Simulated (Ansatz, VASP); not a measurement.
## Two plane-wave programs on SiP5

```
CELL_PARAMETERS angstrom
4.71982 0.00000 0.00000
-2.35991 4.08749 0.00000
0.00000 0.00000 4.95060
ATOMIC_POSITIONS crystal
Si 0.00000 0.00000 0.00000
P 0.66667 0.33333 0.00000
P 0.33333 0.66667 0.00000
P 0.00000 0.50000 0.50000
P 0.50000 0.00000 0.50000
P 0.50000 0.50000 0.50000
```

Change from the starting cell: species swapped into the PrCo5 type (P6/mmm, No. 191).

Alike in both runs: functional PBE; k mesh 3 × 3 × 4; occupations gaussian, width 0.2 eV; no spin polarisation.

Ansatz relaxed the structure, and its values are those at the end. VASP's run is a single point on that final structure, the one shown.

|  | VASP | Ansatz |
| --- | --- | --- |
| version | VASP 6.6.1 | Ansatz 0.2.0 |
| potentials or method | VASP PAW PBE potentials, release 64 (Si, P), cutoff 500 eV | scalar-relativistic, plane waves, PAW |
| valence electrons in the cell | 29 | 29 |

|  | VASP | Ansatz | Ansatz less VASP |
| --- | --- | --- | --- |
| gap on the k mesh at the Fermi level (eV) | none | none | - |
| pressure (GPa) | -0.1 | 0.0 | +0.18 |

A gap of «none» marks a metal or a gap that the smearing closes.

The k mesh is coarse, so the values compare programs but aren't converged.
